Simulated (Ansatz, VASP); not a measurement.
**Pd: VASP beside Ansatz**

File INCAR:

```
SYSTEM = Pd
ALGO = Normal ; EDIFF = 1E-8
ENCUT = 520 ; GGA = PE
ISIF = 2 ; ISMEAR = -1
LASPH = .True. ; LCHARG = .False.
LEFG = .True. ; LREAL = .False.
LWAVE = .False. ; NBANDS = 11
NELM = 80 ; PREC = Accurate
SIGMA = 0.03
```

The input KPOINTS:

```
k-points
0
Gamma
  13 13 13
  0 0 0
```

POSCAR

```
Pd
1.0
    2.6129210813      0.0000000000      0.0000000000
    0.0000000000      2.6129210813      0.0000000000
    0.0000000000      0.0000000000      2.6129210813
Pd
1
Direct
    0.0000000000      0.0000000000      0.0000000000
```

Input for Ansatz:

```yaml
crystal:
  lattice:
    - [2.6129210813, 0.0, 0.0]
    - [0.0, 2.6129210813, 0.0]
    - [0.0, 0.0, 2.6129210813]
  atoms:
    - { symbol: Pd, position: [0.0, 0.0, 0.0] }
kpoints:
  mp_grid: { grid: [13, 13, 13] }
  band_path:
    path:
      - [0.0, 0.0, 0.0]
      - [0.0, 0.5, 0.0]
      - [0.5, 0.5, 0.0]
      - [0.0, 0.0, 0.0]
      - [0.5, 0.5, 0.5]
      - [0.0, 0.5, 0.0]
      - [0.5, 0.5, 0.5]
      - [0.5, 0.5, 0.0]
    npoints: 8
scf:
  occupations: { method: fermi_dirac, width: 0.03 }
hamiltonian:
  xc: pbe
  pseudopotentials: { kind: all_electron, datasets: crystal }
output:
  forces: true
  stress: true
  eigenvalues: true
  efg: { contact_densities: true }
```

Alike in both runs: task electric field gradients; functional PBE; k mesh 13 × 13 × 13; occupations fermi-dirac, width 0.03 eV; no spin polarisation.

|  | VASP | Ansatz |
| --- | --- | --- |
| version | VASP 6.6.1 | Ansatz 0.2.0 |
| potentials or method | VASP PAW PBE potentials, release 64 (Pd), cutoff 520 eV | all-electron PAW with datasets made for the crystal, scalar-relativistic |

Ansatz gave:

| Quantity | Value |
| --- | --- |
| pressure (GPa) | -0.1 |

Q: What did VASP give for the same quantities?

A: Pressure (GPa): -0.3.

Ansatz ran all-electron here, and VASP with PAW potentials.
